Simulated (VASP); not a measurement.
Here is a VASP 6.6.1 calculation.

File INCAR:

```
PREC = Accurate
ENCUT = 520
EDIFF = 1E-7
ISMEAR = 1
SIGMA = 0.01
LREAL = F
LASPH = T
NELM = 60
ALGO = Normal
ISIF = 2
LWAVE = F
LCHARG = F
GGA = PE
NBANDS = 16
```

File KPOINTS:

```
Automatic mesh
0
Gamma
  7 7 7
```

Contents of POSCAR:

```
AlC3
1.0
    3.1535468162      0.0000000000      0.0000000000
    0.0000000000      3.1535468162      0.0000000000
    0.0000000000      0.0000000000      3.1535468162
Al C
1 3
Direct
    0.0000000000      0.0000000000      0.0000000000
    0.0000000000      0.5000000000      0.5000000000
    0.5000000000      0.0000000000      0.5000000000
    0.5000000000      0.5000000000      0.0000000000
```

Potentials or basis: VASP PAW PBE potentials, release 64 (Al, C).

Command:

```sh
$ cat potpaw_PBE.64/Al/POTCAR potpaw_PBE.64/C/POTCAR > POTCAR
$ mpirun -np 1 vasp_std > vasp.out
```

Q: Estimate the pressure.

A: 9.7 GPa.
